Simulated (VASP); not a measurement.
# Sr3O (Pm-3m) in VASP: a series of runs

The runs below take Sr3O through single point, with PBE.

All numbers are computed with VASP 6.6.1; they aren't measurements. Logs are shortened: lines on timing, memory, paths and dates and some standing lists are left out, and cuts for length are marked.

### Step 1. The cell of the first run

The structure is cubic, space group Pm-3m (No. 221). The conventional cell has a = 4.686 Å, b = 4.686 Å, c = 4.686 Å, α = 90.00°, β = 90.00°, γ = 90.00°. Sr (site symmetry 4/mmm) has 8 Sr at 3.31 Å and 4 O at 3.31 Å within 4.4 Å. O (site symmetry m-3m) has 12 Sr at 3.31 Å within 4.4 Å.

### Step 2. Single point, PBE

INCAR reads:

```
  ALGO = Normal
  EDIFF = 1E-6
  ENCUT = 520
  GGA = PE
  ISIF = 2
  ISMEAR = 0
  LASPH = True
  LCHARG = True
  LELF = True
  LREAL = False
  LVHAR = True
  LWAVE = False
  NBANDS = 26
  NELM = 100
  PREC = Accurate
  SIGMA = 0.1
```

KPOINTS reads:

```
k-points
0
Gamma
  4 4 4
```

POSCAR reads:

```
Sr3O
1.0
    4.6863334993      0.0000000000      0.0000000000
    0.0000000000      4.6863334993      0.0000000000
    0.0000000000      0.0000000000      4.6863334993
Sr O
3 1
Direct
    0.0000000000      0.5000000000      0.5000000000
    0.5000000000      0.0000000000      0.5000000000
    0.5000000000      0.5000000000      0.0000000000
    0.0000000000      0.0000000000      0.0000000000
```

Potentials or basis: VASP PAW PBE potentials, release 64 (Sr_sv, O).

Command:

```bash
cat potpaw_PBE.64/Sr_sv/POTCAR potpaw_PBE.64/O/POTCAR > POTCAR
mpirun -np 1 vasp_std > vasp.out
```

OUTCAR:

```text
EDIFF = 1E-6
   ENCUT = 520
   GGA = PE
   ISIF = 2
   ISMEAR = 0
   LASPH = True
   LREAL = False
   NELM = 100
   PREC = Accurate

 ion  position               nearest neighbor table
   1  0.000  0.500  0.500-   2 3.31   3 3.31   4 3.31   3 3.31   4 3.31   2 3.31   4 3.31   4 3.31
                             2 3.31   3 3.31   3 3.31   2 3.31
   2  0.500  0.000  0.500-   1 3.31   3 3.31   4 3.31   3 3.31   4 3.31   1 3.31   3 3.31   3 3.31
                             1 3.31   4 3.31   4 3.31   1 3.31
   3  0.500  0.500  0.000-   1 3.31   2 3.31   4 3.31   1 3.31   2 3.31   2 3.31   4 3.31   2 3.31
                             1 3.31   4 3.31   1 3.31   4 3.31
   4  0.000  0.000  0.000-   1 3.31   2 3.31   3 3.31   1 3.31   2 3.31   1 3.31   3 3.31   1 3.31
                             2 3.31   3 3.31   2 3.31   3 3.31

  LATTYP: Found a simple cubic cell.
 ALAT       =     4.6863334993

  Lattice vectors:

 A1 = (   4.6863334993,   0.0000000000,   0.0000000000)
 A2 = (   0.0000000000,   4.6863334993,   0.0000000000)
 A3 = (   0.0000000000,   0.0000000000,   4.6863334993)

Analysis of symmetry for initial positions (statically):
=====================================================================
 Subroutine PRICEL returns:
 Original cell was already a primitive cell.

 Routine SETGRP: Setting up the symmetry group for a
 simple cubic supercell.

 Subroutine GETGRP returns: Found 48 space group operations
 (whereof 48 operations were pure point group operations)
 out of a pool of 48 trial point group operations.

The static configuration has the point symmetry O_h .

Analysis of symmetry for dynamics (positions and initial velocities):
=====================================================================
 Subroutine PRICEL returns:
 Original cell was already a primitive cell.

 Routine SETGRP: Setting up the symmetry group for a
 simple cubic supercell.

 Subroutine GETGRP returns: Found 48 space group operations
 (whereof 48 operations were pure point group operations)
 out of a pool of 48 trial point group operations.

The dynamic configuration has the point symmetry O_h .

 Subroutine INISYM returns: Found 48 space group operations
 (whereof 48 operations are pure point group operations),
 and found     1 'primitive' translations

----------------------------------------------------------------------------------------

                                     Primitive cell

  volume of cell :     102.9200

  direct lattice vectors                    reciprocal lattice vectors
     4.686333499  0.000000000  0.000000000     0.213386435  0.000000000  0.000000000
     0.000000000  4.686333499  0.000000000     0.000000000  0.213386435  0.000000000
     0.000000000  0.000000000  4.686333499     0.000000000  0.000000000  0.213386435

  length of vectors
     4.686333499  4.686333499  4.686333499     0.213386435  0.213386435  0.213386435

  position of ions in fractional coordinates (direct lattice)
     0.000000000  0.500000000  0.500000000
     0.500000000  0.000000000  0.500000000
     0.500000000  0.500000000  0.000000000
     0.000000000  0.000000000  0.000000000

  ion indices of the primitive-cell ions
   primitive index   ion index
                 1           1
                 2           2
                 3           3
                 4           4

----------------------------------------------------------------------------------------

 KPOINTS: k-points

Automatic generation of k-mesh.
 Grid dimensions read from file:
 generate k-points for:    4    4    4

 Generating k-lattice:

  Cartesian coordinates                     Fractional coordinates (reciprocal lattice)
     0.053346609  0.000000000  0.000000000     0.250000000  0.000000000  0.000000000
     0.000000000  0.053346609  0.000000000     0.000000000  0.250000000  0.000000000
     0.000000000  0.000000000  0.053346609     0.000000000  0.000000000  0.250000000

  Length of vectors
     0.053346609  0.053346609  0.053346609

  Shift w.r.t. Gamma in fractional coordinates (k-lattice)
     0.000000000  0.000000000  0.000000000

 Subroutine IBZKPT returns following result:
 ===========================================

 Found     10 irreducible k-points:

 Following reciprocal coordinates:
            Coordinates               Weight
  0.000000  0.000000  0.000000      1.000000
  0.250000  0.000000  0.000000      6.000000
  0.500000  0.000000  0.000000      3.000000
  0.250000  0.250000  0.000000     12.000000
  0.500000  0.250000  0.000000     12.000000
  0.500000  0.500000  0.000000      3.000000
  0.250000  0.250000  0.250000      8.000000
  0.500000  0.250000  0.250000     12.000000
  0.500000  0.500000  0.250000      6.000000
  0.500000  0.500000  0.500000      1.000000
   k-points           NKPTS =     10   k-points in BZ     NKDIM =     10   number of bands    NBANDS=     26
   number of dos      NEDOS =    301   number of ions     NIONS =      4
   total plane-waves  NPLWV =  46656
   dimension x,y,z NGX =    36 NGY =   36 NGZ =   36
   dimension x,y,z NGXF=    72 NGYF=   72 NGZF=   72
   ions per type =               3   1
   NGX,Y,Z   is equivalent  to a cutoff of  12.77, 12.77, 12.77 a.u.
   NGXF,Y,Z  is equivalent  to a cutoff of  25.54, 25.54, 25.54 a.u.
 SYSTEM =  unknown system
   PREC   = accura    normal or accurate (medium, high low for compatibility)
   ISTART =      0    job   : 0-new  1-cont  2-samecut
   ICHARG =      2    charge: 1-file 2-atom 10-const
   ISPIN  =      1    spin polarized calculation?
   LNONCOLLINEAR =      F non collinear calculations
   LSORBIT =      F    spin-orbit coupling
   LASPH  =      T    aspherical Exc in radial PAW
   ENCUT  =  520.0 eV  38.22 Ry    6.18 a.u.   8.71  8.71  8.71*2*pi/ulx,y,z
   NELM   =    100;   NELMIN=  2; NELMDL= -5     # of ELM steps
   EDIFF  = 0.1E-05   stopping-criterion for ELM
   LREAL  =      F    real-space projection
   EDIFFG = 0.1E-04   stopping-criterion for IOM
   NSW    =      0    number of steps for IOM
   IBRION =     -1    ionic relax: 0-MD 1-quasi-New 2-CG
   NFREE  =      0    steps in history (QN), initial steepest desc. (CG)
   ISIF   =      2    stress and relaxation
   ISYM   =      2    0-nonsym 1-usesym 2-fastsym
   POTIM  = 0.5000    time-step for ionic-motion
   TEBEG  =    0.0;   TEEND  =   0.0 temperature during run
   PSTRESS=    0.0 pullay stress
   NELECT =      36.0000    total number of electrons
   NUPDOWN=      -1.0000    fix difference up-down
   EMIN   =  10.00;   EMAX   =-10.00  energy-range for DOS
   EFERMI =   0.00;   METHOD = LEGACY
   ISMEAR =     0;   SIGMA  =   0.10  broadening in eV -4-tet -1-fermi 0-gaus
   EFERMI_NEDOS =   21; number of points for ismear=-14 and -15
   IALGO  =     38    algorithm
   IMIX   =      4    mixing-type and parameters
     AMIX     =   0.40;   BMIX     =  1.00
     AMIX_MAG =   1.60;   BMIX_MAG =  1.00
  volume/ion in A,a.u.               =      25.73       173.63
  Fermi-wavevector in a.u.,A,eV,Ry     =   1.153478  2.179756 18.102693  1.330510
  Thomas-Fermi vector in A             =   2.290121
   LORBIT       =      0    0 simple, 1 ext, 2 COOP (PROOUT), +10 PAW based schemes
   GGA     = PE    functional components
   LHFCALC =     F    Hartree Fock is set to
   AEXX    =    0.0000 exact exchange contribution
   IVDW    =     0    specifies the selected vdW correction
   LEPSILON=     F    determine dielectric tensor
   LRPA    =     F    only Hartree local field effects (RPA)
 non-spin polarized calculation
 Gauss-broadening in eV      SIGMA  =   0.10
  energy-cutoff  :      520.00
  volume of cell :      102.92
 maximum number of plane-waves:      2800
 NGX is ok and might be reduce to    36
   NGX = 17   NGY = 17   NGZ = 17

 number of electron      36.0000003 magnetization

 Free energy of the ion-electron system (eV)
  ---------------------------------------------------
  ext. energy  EPLUGINS =         0.00000000
  ---------------------------------------------------
  free energy    TOTEN  =        -8.76368024 eV

  energy without entropy =       -8.74101443  energy(sigma->0) =       -8.75234734

 E-fermi :   4.1891     XC(G=0):  -9.3304

 val. band max:        4.1865573977   @ k =   0.2500   0.0000   0.0000
 cond. band min:       4.3267525872   @ k =   0.2500   0.2500   0.2500
 fundamental gap:      0.1401951896
 Fermi energy:         4.1891181802

 k-point     1 :       0.0000    0.0000    0.0000
  band No.  band energies     occupation
      1     -32.4580      2.00000
      2     -32.1406      2.00000
      3     -32.1406      2.00000
      4     -15.0243      2.00000
      5     -15.0243      2.00000
      6     -15.0243      2.00000
[... 18 lines left out ...]
     25       8.5544      0.00000
     26       8.5544      0.00000

 k-point     2 :       0.2500    0.0000    0.0000
  band No.  band energies     occupation
      1     -32.4181      2.00000
      2     -32.1815      2.00000
      3     -32.1398      2.00000
      4     -14.9283      2.00000
      5     -14.9283      2.00000
      6     -14.8985      2.00000
[... 18 lines left out ...]
     25       8.1793      0.00000
     26       8.1842      0.00000

 k-point     3 :       0.5000    0.0000    0.0000
  band No.  band energies     occupation
      1     -32.3533      2.00000
      2     -32.2474      2.00000
      3     -32.1391      2.00000
      4     -14.7916      2.00000
      5     -14.7916      2.00000
      6     -14.6322      2.00000
[... 18 lines left out ...]
     25       6.3758      0.00000
     26       7.2199      0.00000

 k-point     4 :       0.2500    0.2500    0.0000
  band No.  band energies     occupation
      1     -32.3825      2.00000
      2     -32.1934      2.00000
      3     -32.1630      2.00000
      4     -15.0228      2.00000
      5     -14.8267      2.00000
      6     -14.6551      2.00000
[... 18 lines left out ...]
     25       7.2463      0.00000
     26       7.9291      0.00000

 k-point     5 :       0.5000    0.2500    0.0000
  band No.  band energies     occupation
      1     -32.3217      2.00000
      2     -32.2464      2.00000
      3     -32.1703      2.00000
      4     -14.8841      2.00000
      5     -14.8659      2.00000
      6     -14.6718      2.00000
[... 18 lines left out ...]
     25       6.4220      0.00000
     26       7.0222      0.00000

 k-point     6 :       0.5000    0.5000    0.0000
  band No.  band energies     occupation
      1     -32.2461      2.00000
      2     -32.2454      2.00000
      3     -32.2454      2.00000
      4     -15.0166      2.00000
      5     -14.9535      2.00000
      6     -14.4183      2.00000
[... 18 lines left out ...]
     25       6.5036      0.00000
     26       6.7860      0.00000

 k-point     7 :       0.2500    0.2500    0.2500
  band No.  band energies     occupation
      1     -32.3523      2.00000
      2     -32.1926      2.00000
      3     -32.1926      2.00000
      4     -15.1508      2.00000
      5     -14.7093      2.00000
      6     -14.7093      2.00000
[... 18 lines left out ...]
     25       6.8115      0.00000
     26       6.8472      0.00000

 k-point     8 :       0.5000    0.2500    0.2500
  band No.  band energies     occupation
      1     -32.2989      2.00000
      2     -32.2454      2.00000
      3     -32.1918      2.00000
      4     -15.1465      2.00000
      5     -14.8762      2.00000
      6     -14.7637      2.00000
[... 18 lines left out ...]
     25       7.0097      0.00000
     26       7.2601      0.00000

 k-point     9 :       0.5000    0.5000    0.2500
  band No.  band energies     occupation
      1     -32.2448      2.00000
      2     -32.2445      2.00000
      3     -32.2445      2.00000
      4     -15.2734      2.00000
      5     -14.9853      2.00000
      6     -14.7919      2.00000
[... 18 lines left out ...]
     25       7.4436      0.00000
     26       7.4440      0.00000

 k-point    10 :       0.5000    0.5000    0.5000
  band No.  band energies     occupation
      1     -32.2435      2.00000
      2     -32.2435      2.00000
      3     -32.2435      2.00000
      4     -15.4695      2.00000
      5     -14.9526      2.00000
      6     -14.9526      2.00000
[... 18 lines left out ...]
     25       8.0109      0.00000
     26       8.0109      0.00000

------------------------ aborting loop because EDIFF is reached ----------------------------------------

  FORCE on cell =-STRESS in cart. coord.  units (eV):
  Direction    XX          YY          ZZ          XY          YZ          ZX
  --------------------------------------------------------------------------------------
  -------------------------------------------------------------------------------------
  Total        5.0030517      5.0030517      5.0030517      0.0000000      0.0000000     -0.0000000
  in kB       77.8835966     77.8835966     77.8835966      0.0000000      0.0000000     -0.0000000
  external PRESSURE =      77.8835966 kB  Pullay stress =       0.0000000 kB

 VOLUME and BASIS-vectors are now :
 -----------------------------------------------------------------------------
  energy-cutoff  :      520.00
  volume of cell :      102.92
      direct lattice vectors                 reciprocal lattice vectors
     4.686333499  0.000000000  0.000000000     0.213386435  0.000000000  0.000000000
     0.000000000  4.686333499  0.000000000     0.000000000  0.213386435  0.000000000
     0.000000000  0.000000000  4.686333499     0.000000000  0.000000000  0.213386435

 POSITION                                       TOTAL-FORCE (eV/Angst)
 -----------------------------------------------------------------------------------
      0.00000      2.34317      2.34317         0.000000      0.000000      0.000000
      2.34317      0.00000      2.34317         0.000000      0.000000      0.000000
      2.34317      2.34317      0.00000         0.000000      0.000000      0.000000
      0.00000      0.00000      0.00000         0.000000      0.000000      0.000000
 -----------------------------------------------------------------------------------
    total drift:                                0.000000      0.000000      0.000000

  FREE ENERGIE OF THE ION-ELECTRON SYSTEM (eV)
  ---------------------------------------------------
  free  energy   TOTEN  =        -8.7636802415 eV

  energy  without entropy=       -8.7410144318  energy(sigma->0) =       -8.75234734
```

Run time: 35 s. Hardware: 1 thread of Intel Xeon Platinum 8259CL at 2.50GHz (Skylake/Cascade Lake), shared host; peak memory 0.2 GiB.

Results:

* Free energy: -8.7637 eV
* Pressure: 7.8 GPa
* Band gap on the k mesh: zero (band 18 reaches 4.52 eV, above the bottom of band 19 at 3.13 eV)

### Step 3. Single point, PBE

This run uses another cell than the first one, of 35.51 Å³/atom, 1.380 times its volume.

INCAR reads:

```
SYSTEM = Sr3O
PREC = Accurate
ENCUT = 520
EDIFF = 1E-6
ISMEAR = 0
SIGMA = 0.1
LREAL = .False.
LASPH = .True.
NELM = 100
ALGO = Normal
ISIF = 2
LWAVE = .False.
LCHARG = .False.
GGA = PE
NBANDS = 26
```

KPOINTS reads:

```
Automatic mesh
0
Gamma
  4 4 4
  0 0 0
```

POSCAR reads:

```
Sr3O
1.0
    5.2177244877      0.0000000000      0.0000000000
    0.0000000000      5.2177244877      0.0000000000
    0.0000000000      0.0000000000      5.2177244877
Sr O
3 1
Direct
    0.0000000000      0.5000000000      0.5000000000
    0.5000000000      0.0000000000      0.5000000000
    0.5000000000      0.5000000000      0.0000000000
    0.0000000000      0.0000000000      0.0000000000
```

Potentials or basis: VASP PAW PBE potentials, release 64 (Sr_sv, O).

Command:

```bash
cat potpaw_PBE.64/Sr_sv/POTCAR potpaw_PBE.64/O/POTCAR > POTCAR
mpirun -np 1 vasp_std > vasp.out
```

OUTCAR:

```text
SYSTEM = Sr3O
   PREC = Accurate
   ENCUT = 520
   EDIFF = 1E-6
   ISMEAR = 0
   LREAL = .False.
   LASPH = .True.
   NELM = 100
   ISIF = 2
   GGA = PE

 ion  position               nearest neighbor table
   1  0.000  0.500  0.500-   2 3.69   3 3.69   3 3.69   2 3.69   2 3.69   3 3.69   3 3.69   2 3.69

   2  0.500  0.000  0.500-   1 3.69   3 3.69   3 3.69   1 3.69   3 3.69   3 3.69   1 3.69   1 3.69

   3  0.500  0.500  0.000-   1 3.69   2 3.69   1 3.69   2 3.69   2 3.69   2 3.69   1 3.69   1 3.69

   4  0.000  0.000  0.000-

  LATTYP: Found a simple cubic cell.
 ALAT       =     5.2177244877

  Lattice vectors:

 A1 = (   5.2177244877,   0.0000000000,   0.0000000000)
 A2 = (   0.0000000000,   5.2177244877,   0.0000000000)
 A3 = (   0.0000000000,   0.0000000000,   5.2177244877)

Analysis of symmetry for initial positions (statically):
=====================================================================
 Subroutine PRICEL returns:
 Original cell was already a primitive cell.

 Routine SETGRP: Setting up the symmetry group for a
 simple cubic supercell.

[... 153 lines left out ...]

  energy without entropy =       -9.66346573  energy(sigma->0) =       -9.66780700

 E-fermi :   2.4262     XC(G=0):  -8.1122

 val. band max:        2.2653512348   @ k =   0.2500   0.2500   0.0000
 cond. band min:       2.4811961266   @ k =   0.5000   0.5000   0.0000
 fundamental gap:      0.2158448918
 Fermi energy:         2.4262283751

 k-point     1 :       0.0000    0.0000    0.0000
  band No.  band energies     occupation
      1     -34.4306      2.00000
      2     -34.3391      2.00000
      3     -34.3391      2.00000
      4     -16.6587      2.00000
      5     -16.6587      2.00000
      6     -16.6587      2.00000
[... 279 lines left out ...]
     25       5.2504      0.00000
     26       5.2504      0.00000

------------------------ aborting loop because EDIFF is reached ----------------------------------------

  FORCE on cell =-STRESS in cart. coord.  units (eV):
  Direction    XX          YY          ZZ          XY          YZ          ZX
  --------------------------------------------------------------------------------------
  -------------------------------------------------------------------------------------
  Total        0.2706207      0.2706207      0.2706207      0.0000000     -0.0000000      0.0000000
  in kB        3.0523068      3.0523068      3.0523068      0.0000000     -0.0000000      0.0000000
  external PRESSURE =       3.0523068 kB  Pullay stress =       0.0000000 kB

 VOLUME and BASIS-vectors are now :
 -----------------------------------------------------------------------------
  energy-cutoff  :      520.00
  volume of cell :      142.05
      direct lattice vectors                 reciprocal lattice vectors
     5.217724488  0.000000000  0.000000000     0.191654428  0.000000000  0.000000000
     0.000000000  5.217724488  0.000000000     0.000000000  0.191654428  0.000000000
     0.000000000  0.000000000  5.217724488     0.000000000  0.000000000  0.191654428

 POSITION                                       TOTAL-FORCE (eV/Angst)
 -----------------------------------------------------------------------------------
      0.00000      2.60886      2.60886         0.000000      0.000000      0.000000
      2.60886      0.00000      2.60886         0.000000      0.000000      0.000000
      2.60886      2.60886      0.00000         0.000000      0.000000      0.000000
      0.00000      0.00000      0.00000         0.000000      0.000000      0.000000
 -----------------------------------------------------------------------------------
    total drift:                                0.000000     -0.000000     -0.000000

  FREE ENERGIE OF THE ION-ELECTRON SYSTEM (eV)
  ---------------------------------------------------
  free  energy   TOTEN  =        -9.6721482740 eV

  energy  without entropy=       -9.6634657302  energy(sigma->0) =       -9.66780700
```

Run time: 62 s. Hardware: 1 thread of Intel Xeon Platinum 8259CL at 2.50GHz (Skylake/Cascade Lake), shared host; peak memory 0.25 GiB.

Results:

| Quantity | Value |
| --- | --- |
| Free energy | -9.6721 eV |
| Pressure | 0.3 GPa |
| Band gap on the k mesh | zero (band 18 reaches 2.58 eV, above the bottom of band 19 at 1.45 eV) |
